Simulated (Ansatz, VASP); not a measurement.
Al2Cu: VASP beside Ansatz

```
Al Cu
1.0
    -2.84670    2.84670    2.48620
     2.84670   -2.84670    2.48620
     2.84670    2.84670   -2.48620
Al Cu
4 2
Direct
  0.15932 0.65932 0.81864
  0.65932 0.84068 0.50000
  0.84068 0.34068 0.18136
  0.34068 0.15932 0.50000
  0.75000 0.75000 0.00000
  0.25000 0.25000 0.00000
```

Alike in both runs: task single point; functional PBEsol; k mesh 10 × 10 × 10; occupations gaussian, width 0.15 eV; no spin polarisation.

|  | VASP | Ansatz |
| --- | --- | --- |
| version | VASP 6.6.1 | Ansatz 0.2.0 |
| potentials or method | VASP PAW PBE potentials, release 64 (Al, Cu), cutoff 520 eV | scalar-relativistic, plane waves, PAW |
| valence electrons in the cell | 34 | 50 |

|  | VASP | Ansatz | Ansatz less VASP |
| --- | --- | --- | --- |
| gap on the k mesh at the Fermi level (eV) | none | none | - |
| pressure (GPa) | 10.3 | 10.1 | -0.23 |
| traceless stress, the component that is largest in VASP (GPa) | -7.49 | -7.58 | -0.084 |
| rms of the force components (eV/Å) | 0.130 | 0.130 | +0.0002 |

VASP's potentials were made for PBE, not for PBEsol, and Ansatz warns of the same on its side. Atom by atom the forces differ by 0.000 eV/Å (rms over components). A gap of «none» marks a metal or a gap that the smearing closes. VASP's potentials hold 34 valence electrons a cell and Ansatz's 50, so a difference there can come from the potentials and not from the codes.
